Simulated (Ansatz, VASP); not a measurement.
## Mg3SnN2 in VASP and in Ansatz

```
Mg Sn N
1.0
     3.39687    1.96118    4.88306
    -3.39687    1.96118    4.88306
     0.00000   -3.92237    4.88306
Mg Sn N
3 1 2
Direct
  0.00000 0.50000 0.00000
  0.50000 0.00000 0.00000
  0.00000 0.00000 0.50000
  0.00000 0.00000 0.00000
  0.83307 0.83307 0.83307
  0.16693 0.16693 0.16693
```

Change from the starting cell: species swapped into the Tb2Al3Fe type (R-3m, No. 166).

Alike in both runs: task relaxation of cell and atoms; functional PBE; k mesh 6 × 6 × 6; occupations gaussian, width 0.1 eV; no spin polarisation.

|  | VASP | Ansatz |
| --- | --- | --- |
| version | VASP 6.6.1 | Ansatz 0.2.0 |
| potentials or method | VASP PAW PBE potentials, release 64 (Mg, Sn_d, N), cutoff 600 eV | scalar-relativistic, plane waves, PAW |
| valence electrons in the cell | 30 | 54 |

VASP gave:

* gap on the k mesh at the Fermi level, each at its own relaxed structure (eV): none
* relaxed volume (Å³/atom): 32.49
* relaxed length of the cell vector where the two differ most in proportion (Å): 6.261

Task: Which values does Ansatz return?

Result: gap on the k mesh at the Fermi level, each at its own relaxed structure (eV): none; relaxed volume (Å³/atom): 32.53; relaxed length of the cell vector where the two differ most in proportion (Å): 6.263.

A gap of «none» marks a metal or a gap that the smearing closes. VASP's potentials hold 30 valence electrons a cell and Ansatz's 54, so a difference there can come from the potentials and not from the codes.
